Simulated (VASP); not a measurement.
# LiSb3 (Pm-3m) in VASP: notebook

LiSb3 is run at these levels: RPBE; tasks: single point.

Everything below comes from runs of VASP 6.6.1. Logs are shortened: lines on timing, memory, paths and dates and some standing lists are left out, and cuts for length are marked.

### 1 The cell of the first run

The structure is cubic, space group Pm-3m (No. 221). Conventional cell: a = 4.681 Å, b = 4.681 Å, c = 4.681 Å, α = 90.00°, β = 90.00°, γ = 90.00°. Within 4.4 Å of Li (site symmetry m-3m) lie 12 Sb at 3.31 Å. Sb (site symmetry 4/mmm) has 4 Li at 3.31 Å and 8 Sb at 3.31 Å within 4.4 Å.

### 2 Single point, RPBE

INCAR

```
PREC = Accurate
ENCUT = 520
EDIFF = 1E-6
ISMEAR = -1
SIGMA = 0.05
LREAL = F
LASPH = T
NELM = 60
ALGO = Normal
ISIF = 2
LWAVE = F
LCHARG = F
GGA = RP
NBANDS = 17
```

KPOINTS

```
Automatic mesh
0
Gamma
  4 4 4
```

POSCAR

```
LiSb3
1.0
    4.6810200000      0.0000000000      0.0000000000
    0.0000000000      4.6810200000      0.0000000000
    0.0000000000      0.0000000000      4.6810200000
Li Sb
1 3
Direct
    0.0000000000      0.0000000000      0.0000000000
    0.5000000000      0.0000000000      0.5000000000
    0.0000000000      0.5000000000      0.5000000000
    0.5000000000      0.5000000000      0.0000000000
```

Potentials or basis: VASP PAW PBE potentials, release 64 (Li_sv, Sb).

On the command line:

```sh
> cat potpaw_PBE.64/Li_sv/POTCAR potpaw_PBE.64/Sb/POTCAR > POTCAR
> mpirun -np 1 vasp_std > vasp.out
```

OUTCAR:

```text
PREC = Accurate
   ENCUT = 520
   EDIFF = 1E-6
   ISMEAR = -1
   LREAL = F
   LASPH = T
   NELM = 60
   ISIF = 2
   GGA = RP

 ion  position               nearest neighbor table
   1  0.000  0.000  0.000-
   2  0.500  0.000  0.500-   3 3.31   4 3.31   4 3.31   3 3.31   4 3.31   4 3.31   3 3.31   3 3.31

   3  0.000  0.500  0.500-   2 3.31   4 3.31   4 3.31   2 3.31   2 3.31   4 3.31   4 3.31   2 3.31

   4  0.500  0.500  0.000-   2 3.31   3 3.31   2 3.31   3 3.31   2 3.31   2 3.31   3 3.31   3 3.31

  LATTYP: Found a simple cubic cell.
 ALAT       =     4.6810200000

  Lattice vectors:

 A1 = (   4.6810200000,   0.0000000000,   0.0000000000)
 A2 = (   0.0000000000,   4.6810200000,   0.0000000000)
 A3 = (   0.0000000000,   0.0000000000,   4.6810200000)

Analysis of symmetry for initial positions (statically):
=====================================================================
 Subroutine PRICEL returns:
 Original cell was already a primitive cell.

 Routine SETGRP: Setting up the symmetry group for a
 simple cubic supercell.

 Subroutine GETGRP returns: Found 48 space group operations
 (whereof 48 operations were pure point group operations)
 out of a pool of 48 trial point group operations.

The static configuration has the point symmetry O_h .

Analysis of symmetry for dynamics (positions and initial velocities):
=====================================================================
 Subroutine PRICEL returns:
 Original cell was already a primitive cell.

 Routine SETGRP: Setting up the symmetry group for a
 simple cubic supercell.

 Subroutine GETGRP returns: Found 48 space group operations
 (whereof 48 operations were pure point group operations)
 out of a pool of 48 trial point group operations.

The dynamic configuration has the point symmetry O_h .

 Subroutine INISYM returns: Found 48 space group operations
 (whereof 48 operations are pure point group operations),
 and found     1 'primitive' translations

----------------------------------------------------------------------------------------

                                     Primitive cell

  volume of cell :     102.5703

  direct lattice vectors                    reciprocal lattice vectors
     4.681020000  0.000000000  0.000000000     0.213628654  0.000000000  0.000000000
     0.000000000  4.681020000  0.000000000     0.000000000  0.213628654  0.000000000
     0.000000000  0.000000000  4.681020000     0.000000000  0.000000000  0.213628654

  length of vectors
     4.681020000  4.681020000  4.681020000     0.213628654  0.213628654  0.213628654

  position of ions in fractional coordinates (direct lattice)
     0.000000000  0.000000000  0.000000000
     0.500000000  0.000000000  0.500000000
     0.000000000  0.500000000  0.500000000
     0.500000000  0.500000000  0.000000000

  ion indices of the primitive-cell ions
   primitive index   ion index
                 1           1
                 2           2
                 3           3
                 4           4

----------------------------------------------------------------------------------------

 KPOINTS: Automatic mesh

Automatic generation of k-mesh.
 Grid dimensions read from file:
 generate k-points for:    4    4    4

 Generating k-lattice:

  Cartesian coordinates                     Fractional coordinates (reciprocal lattice)
     0.053407163  0.000000000  0.000000000     0.250000000  0.000000000  0.000000000
     0.000000000  0.053407163  0.000000000     0.000000000  0.250000000  0.000000000
     0.000000000  0.000000000  0.053407163     0.000000000  0.000000000  0.250000000

  Length of vectors
     0.053407163  0.053407163  0.053407163

  Shift w.r.t. Gamma in fractional coordinates (k-lattice)
     0.000000000  0.000000000  0.000000000

 Subroutine IBZKPT returns following result:
 ===========================================

 Found     10 irreducible k-points:

 Following reciprocal coordinates:
            Coordinates               Weight
  0.000000  0.000000  0.000000      1.000000
  0.250000  0.000000  0.000000      6.000000
  0.500000  0.000000  0.000000      3.000000
  0.250000  0.250000  0.000000     12.000000
  0.500000  0.250000  0.000000     12.000000
  0.500000  0.500000  0.000000      3.000000
  0.250000  0.250000  0.250000      8.000000
  0.500000  0.250000  0.250000     12.000000
  0.500000  0.500000  0.250000      6.000000
  0.500000  0.500000  0.500000      1.000000
   k-points           NKPTS =     10   k-points in BZ     NKDIM =     10   number of bands    NBANDS=     17
   number of dos      NEDOS =    301   number of ions     NIONS =      4
   total plane-waves  NPLWV =  46656
   dimension x,y,z NGX =    36 NGY =   36 NGZ =   36
   dimension x,y,z NGXF=    72 NGYF=   72 NGZF=   72
   ions per type =               1   3
   NGX,Y,Z   is equivalent  to a cutoff of  12.79, 12.79, 12.79 a.u.
   NGXF,Y,Z  is equivalent  to a cutoff of  25.57, 25.57, 25.57 a.u.
 SYSTEM =  unknown system
   PREC   = accura    normal or accurate (medium, high low for compatibility)
   ISTART =      0    job   : 0-new  1-cont  2-samecut
   ICHARG =      2    charge: 1-file 2-atom 10-const
   ISPIN  =      1    spin polarized calculation?
   LNONCOLLINEAR =      F non collinear calculations
   LSORBIT =      F    spin-orbit coupling
   LASPH  =      T    aspherical Exc in radial PAW
   ENCUT  =  520.0 eV  38.22 Ry    6.18 a.u.   8.70  8.70  8.70*2*pi/ulx,y,z
   NELM   =     60;   NELMIN=  2; NELMDL= -5     # of ELM steps
   EDIFF  = 0.1E-05   stopping-criterion for ELM
   LREAL  =      F    real-space projection
   EDIFFG = 0.1E-04   stopping-criterion for IOM
   NSW    =      0    number of steps for IOM
   IBRION =     -1    ionic relax: 0-MD 1-quasi-New 2-CG
   NFREE  =      0    steps in history (QN), initial steepest desc. (CG)
   ISIF   =      2    stress and relaxation
   ISYM   =      2    0-nonsym 1-usesym 2-fastsym
   POTIM  = 0.5000    time-step for ionic-motion
   TEBEG  =    0.0;   TEEND  =   0.0 temperature during run
   PSTRESS=    0.0 pullay stress
   NELECT =      18.0000    total number of electrons
   NUPDOWN=      -1.0000    fix difference up-down
   EMIN   =  10.00;   EMAX   =-10.00  energy-range for DOS
   EFERMI =   0.00;   METHOD = LEGACY
   ISMEAR =    -1;   SIGMA  =   0.05  broadening in eV -4-tet -1-fermi 0-gaus
   EFERMI_NEDOS =   21; number of points for ismear=-14 and -15
   IALGO  =     38    algorithm
   IMIX   =      4    mixing-type and parameters
     AMIX     =   0.40;   BMIX     =  1.00
     AMIX_MAG =   1.60;   BMIX_MAG =  1.00
  volume/ion in A,a.u.               =      25.64       173.04
  Fermi-wavevector in a.u.,A,eV,Ry     =   0.916555  1.732038 11.429887  0.840073
  Thomas-Fermi vector in A             =   2.041424
   LORBIT       =      0    0 simple, 1 ext, 2 COOP (PROOUT), +10 PAW based schemes
   GGA     = RP    functional components
   LHFCALC =     F    Hartree Fock is set to
   AEXX    =    0.0000 exact exchange contribution
   IVDW    =     0    specifies the selected vdW correction
   LEPSILON=     F    determine dielectric tensor
   LRPA    =     F    only Hartree local field effects (RPA)
 non-spin polarized calculation
  energy-cutoff  :      520.00
  volume of cell :      102.57
 maximum number of plane-waves:      2800
 NGX is ok and might be reduce to    36
   NGX = 17   NGY = 17   NGZ = 17

 number of electron      17.9999990 magnetization

 Free energy of the ion-electron system (eV)
  ---------------------------------------------------
  ext. energy  EPLUGINS =         0.00000000
  ---------------------------------------------------
  free energy    TOTEN  =       -13.20147541 eV

  energy without entropy =      -13.17381084  energy(sigma->0) =      -13.18764313

 E-fermi :   6.8404     XC(G=0):  -9.4478

 val. band max:        6.7988290347   @ k =   0.2500   0.0000   0.0000
 cond. band min:       6.9809372029   @ k =   0.5000   0.2500   0.2500
 fundamental gap:      0.1821081681
 Fermi energy:         6.8404399918

 k-point     1 :       0.0000    0.0000    0.0000
  band No.  band energies     occupation
      1     -40.7189      2.00000
      2      -5.2623      2.00000
      3      -0.2584      2.00000
      4      -0.2584      2.00000
      5       2.7909      2.00000
      6       2.7909      2.00000
[... 9 lines left out ...]
     16      12.2739      0.00000
     17      12.4105      0.00000

 k-point     2 :       0.2500    0.0000    0.0000
  band No.  band energies     occupation
      1     -40.7189      2.00000
      2      -4.8991      2.00000
      3      -1.6351      2.00000
      4      -0.1430      2.00000
      5       3.1962      2.00000
      6       3.1962      2.00000
[... 9 lines left out ...]
     16      12.7810      0.00000
     17      13.7020      0.00000

 k-point     3 :       0.5000    0.0000    0.0000
  band No.  band energies     occupation
      1     -40.7189      2.00000
      2      -4.2169      2.00000
      3      -2.9458      2.00000
      4      -0.0158      2.00000
      5       3.9292      2.00000
      6       3.9292      2.00000
[... 9 lines left out ...]
     16      12.7258      0.00000
     17      12.7258      0.00000

 k-point     4 :       0.2500    0.2500    0.0000
  band No.  band energies     occupation
      1     -40.7189      2.00000
      2      -4.5328      2.00000
      3      -1.7344      2.00000
      4      -0.9988      2.00000
      5       3.1575      2.00000
      6       3.6105      2.00000
[... 9 lines left out ...]
     16      12.3687      0.00000
     17      13.4611      0.00000

 k-point     5 :       0.5000    0.2500    0.0000
  band No.  band energies     occupation
      1     -40.7189      2.00000
      2      -3.8215      2.00000
      3      -2.7538      2.00000
      4      -1.0243      2.00000
      5       3.1427      2.00000
      6       4.0292      2.00000
[... 9 lines left out ...]
     16      12.2519      0.00000
     17      13.0138      0.00000

 k-point     6 :       0.5000    0.5000    0.0000
  band No.  band energies     occupation
      1     -40.7189      2.00000
      2      -2.8110      2.00000
      3      -2.5237      2.00000
      4      -2.5237      2.00000
      5       2.1066      2.00000
      6       4.5136      2.00000
[... 9 lines left out ...]
     16      13.5961      0.00000
     17      13.5961      0.00000

 k-point     7 :       0.2500    0.2500    0.2500
  band No.  band energies     occupation
      1     -40.7189      2.00000
      2      -4.1684      2.00000
      3      -1.5397      2.00000
      4      -1.5397      2.00000
      5       2.0356      2.00000
      6       4.1555      2.00000
[... 9 lines left out ...]
     16      13.4673      0.00000
     17      13.4673      0.00000

 k-point     8 :       0.5000    0.2500    0.2500
  band No.  band energies     occupation
      1     -40.7189      2.00000
      2      -3.4438      2.00000
      3      -2.5537      2.00000
      4      -1.3060      2.00000
      5       2.2865      2.00000
      6       3.2170      2.00000
[... 9 lines left out ...]
     16      13.2668      0.00000
     17      13.6675      0.00000

 k-point     9 :       0.5000    0.5000    0.2500
  band No.  band energies     occupation
      1     -40.7189      2.00000
      2      -2.4997      2.00000
      3      -2.3118      2.00000
      4      -2.3118      2.00000
      5       2.1703      2.00000
      6       2.2212      2.00000
[... 9 lines left out ...]
     16      14.0514      0.00000
     17      14.0514      0.00000

 k-point    10 :       0.5000    0.5000    0.5000
  band No.  band energies     occupation
      1     -40.7189      2.00000
      2      -2.0519      2.00000
      3      -2.0519      2.00000
      4      -2.0519      2.00000
      5       0.8771      2.00000
      6       2.3489      2.00000
[... 9 lines left out ...]
     16      15.1179      0.00000
     17      15.1179      0.00000

------------------------ aborting loop because EDIFF is reached ----------------------------------------

  FORCE on cell =-STRESS in cart. coord.  units (eV):
  Direction    XX          YY          ZZ          XY          YZ          ZX
  --------------------------------------------------------------------------------------
  -------------------------------------------------------------------------------------
  Total        0.5970434      0.5970434      0.5970434      0.0000000      0.0000000     -0.0000000
  in kB        9.3259904      9.3259904      9.3259904      0.0000000      0.0000000     -0.0000000
  external PRESSURE =       9.3259904 kB  Pullay stress =       0.0000000 kB

 VOLUME and BASIS-vectors are now :
 -----------------------------------------------------------------------------
  energy-cutoff  :      520.00
  volume of cell :      102.57
      direct lattice vectors                 reciprocal lattice vectors
     4.681020000  0.000000000  0.000000000     0.213628654  0.000000000  0.000000000
     0.000000000  4.681020000  0.000000000     0.000000000  0.213628654  0.000000000
     0.000000000  0.000000000  4.681020000     0.000000000  0.000000000  0.213628654

 POSITION                                       TOTAL-FORCE (eV/Angst)
 -----------------------------------------------------------------------------------
      0.00000      0.00000      0.00000         0.000000      0.000000      0.000000
      2.34051      0.00000      2.34051         0.000000      0.000000      0.000000
      0.00000      2.34051      2.34051         0.000000      0.000000      0.000000
      2.34051      2.34051      0.00000         0.000000      0.000000      0.000000
 -----------------------------------------------------------------------------------
    total drift:                               -0.000000      0.000000      0.000000

  FREE ENERGIE OF THE ION-ELECTRON SYSTEM (eV)
  ---------------------------------------------------
  free  energy   TOTEN  =       -13.2014754098 eV

  energy  without entropy=      -13.1738108431  energy(sigma->0) =      -13.18764313
```

It took 36 s on 1 thread of AMD EPYC 7R13, shared host; peak memory 0.17 GiB.

Results:

| Quantity | Value |
| --- | --- |
| Free energy | -13.2015 eV |
| Band gap on the k mesh | zero (band 9 reaches 8.30 eV, above the bottom of band 10 at 6.00 eV) |

Caveat: the cutoff is under 1.25 times the usual one of these potentials, so pressure, stress and relaxed cells hold a basis-set (Pulay) error; the PAW data sets were made with another functional, which shifts forces and pressure a little; spin-orbit coupling is left out, which moves the levels of the heavy elements.

### 3 Single point, RPBE

This run uses another cell than the first one, of 26.67 Å³/atom, 1.040 times its volume.

INCAR

```
SYSTEM = LiSb3
  PREC = Accurate
  ENCUT = 520
  EDIFF = 1E-6
  ISMEAR = -1
  SIGMA = 0.05
  LREAL = .False.
  LASPH = .True.
  NELM = 80
  ALGO = Normal
  ISIF = 2
  LWAVE = .False.
  LCHARG = .True.
  GGA = RP
  LELF = .True.
  LVHAR = .True.
  NBANDS = 17
```

KPOINTS

```
Automatic mesh
0
Gamma
  4 4 4
  0 0 0
```

POSCAR

```
LiSb3
1.0
    4.7426194325      0.0000000000      0.0000000000
    0.0000000000      4.7426194325      0.0000000000
    0.0000000000      0.0000000000      4.7426194325
Li Sb
1 3
Direct
    0.0000000000      0.0000000000      0.0000000000
    0.5000000000      0.0000000000      0.5000000000
    0.0000000000      0.5000000000      0.5000000000
    0.5000000000      0.5000000000      0.0000000000
```

Potentials or basis: VASP PAW PBE potentials, release 64 (Li_sv, Sb).

On the command line:

```sh
> cat potpaw_PBE.64/Li_sv/POTCAR potpaw_PBE.64/Sb/POTCAR > POTCAR
> mpirun -np 1 vasp_std > vasp.out
```

Run time: 41 s. Hardware: 1 thread of AMD EPYC 7R13, shared host; peak memory 0.18 GiB.

Results (log left out):

| Quantity | Value |
| --- | --- |
| Free energy | -13.2016 eV |
| Band gap on the k mesh | zero (band 9 reaches 7.92 eV, above the bottom of band 10 at 5.64 eV) |

Levels at points of the mesh, in eV from the Fermi level:
| k point | band 7 | band 8 | band 9 | band 10 | band 11 | band 12 |
| --- | --- | --- | --- | --- | --- | --- |
| (0.00, 0.00, 0.00) | -3.88 | 0.94 | 0.94 | 0.94 | 1.04 | 2.71 |
| (0.50, 0.00, 0.00) | -1.30 | -1.30 | -1.09 | -0.78 | -0.50 | 2.57 |
| (0.50, 0.50, 0.00) | -1.21 | -0.82 | -0.82 | -0.75 | -0.75 | 3.05 |
| (0.50, 0.50, 0.50) | -4.30 | -4.30 | 0.74 | 3.90 | 3.90 | 4.27 |

Caveat: the cutoff is under 1.25 times the usual one of these potentials, so pressure, stress and relaxed cells hold a basis-set (Pulay) error; the PAW data sets were made with another functional, which shifts forces and pressure a little; spin-orbit coupling is left out, which moves the levels of the heavy elements.

[end of part 1 of 2]
